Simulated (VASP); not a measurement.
Runs of VASP 6.6.1 on Si. The structure is that of space group P6_3/mmc (No. 194), or close to it. The cells are those of the table. 

| task | spin | cell | k mesh | cutoff (eV) | gap on the mesh (eV) | pressure (GPa) |
| --- | --- | --- | --- | --- | --- | --- |
| single point | non-collinear, zero start, SOC | a = 2.625, b = 2.625, c = 4.598 Å, angles 90.0, 90.0, 120.0°, 2 atoms | 14 × 14 × 7 | 520 | - | 0.0 |
| single point | off | a = 2.516, b = 2.516, c = 4.406 Å, angles 90.0, 90.0, 120.0°, 2 atoms | 15 × 15 × 8 | 520 | none | 16.7 |
| single point | off | a = 2.726, b = 2.726, c = 4.775 Å, angles 90.0, 90.0, 120.0°, 2 atoms | 15 × 15 × 8 | 520 | none | -7.7 |
| single point | off | a = 2.590, b = 2.590, c = 4.536 Å, angles 90.0, 90.0, 120.0°, 2 atoms | 15 × 15 × 8 | 520 | none | (b) |
| single point | off | a = 2.625, b = 2.625, c = 4.598 Å, angles 90.0, 90.0, 120.0°, 2 atoms | 15 × 15 × 8 | 520 | none | 0.2 |
| relaxation of cell and atoms | off | relaxed from a = 2.769, b = 2.769, c = 4.522 Å, angles 90.0, 90.0, 120.0°, 2 atoms | 13 × 13 × 7 | 600 | none | 0.0 |
| single point | off | a = 2.693, b = 2.693, c = 4.718 Å, angles 90.0, 90.0, 120.0°, 2 atoms | 15 × 15 × 8 | 520 | none | -5.6 |
| single point | off | a = 2.625, b = 2.625, c = 4.598 Å, angles 90.0, 90.0, 120.0°, 2 atoms | 13 × 13 × 7 | 520 | none | 0.0 |
| single point | off | a = 2.660, b = 2.660, c = 4.659 Å, angles 90.0, 90.0, 120.0°, 2 atoms | 15 × 15 × 8 | 520 | none | -3.1 |
| single point | off | a = 2.625, b = 2.625, c = 4.598 Å, angles 90.0, 90.0, 120.0°, 2 atoms | 22 × 22 × 11 | 520 | none | 0.2 |
| single point | off | a = 2.553, b = 2.553, c = 4.472 Å, angles 90.0, 90.0, 120.0°, 2 atoms | 15 × 15 × 8 | 520 | none | (a) |

Alike in all rows: level r2SCAN; potentials or basis VASP PAW PBE potentials, release 64 (Si); smearing fermi-dirac 0.1 eV.

Question: Estimate the missing entries.

Answer: (a) 9.8; (b) 4.5.

Caveats: the PAW data sets were made with another functional, which shifts forces and pressure a little.

A gap of «none» marks levels without a gap at the run's occupations.
